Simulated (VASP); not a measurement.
Li, 3 atoms in the cell. Symmetry: R-3m, No. 166, trigonal system. Conventional cell: a = 3.101 Å, b = 3.101 Å, c = 22.765 Å, α = 90.00°, β = 90.00°, γ = 120.00°. Within 4.1 Å of Li (site symmetry -3m) lie 12 Li at 3.10 Å. Li (site symmetry 3m) has 12 Li at 3.09 to 3.10 Å within 4.1 Å. 

* Program: VASP 6.6.1
* Task: relaxation of cell and atoms
* Functional: LDA
* Potentials or basis: VASP PAW LDA potentials, release 64 (Li_sv)
* Cutoff: 600 eV
* k mesh: 12 × 12 × 12
* Occupations: fermi-dirac, width 0.1 eV
* Spin: no spin polarisation
* Dipole correction: no
* Further INCAR settings: ALGO = Normal; EDIFF = 1e-06; IBRION = 2; EDIFFG = -0.01; NSW = 80; ISIF = 3

Potentials or basis: VASP PAW LDA potentials, release 64 (Li_sv).

The run is started by

```bash
$ cat potpaw_LDA.64/Li_sv/POTCAR > POTCAR
$ mpirun -np 1 vasp_std > vasp.out
```

Hardware: 1 thread of AMD EPYC 9R45 96-Core Processor (Zen 5), with other jobs on the host.

**Question.** How long does it take, and how much memory?

**Answer.** Wall time 17 min on 1 thread of AMD EPYC 9R45 96-Core Processor (Zen 5) (shared host), peak memory 0.42 GiB. Counts: scf iterations 30, k points 189, ion steps 4.
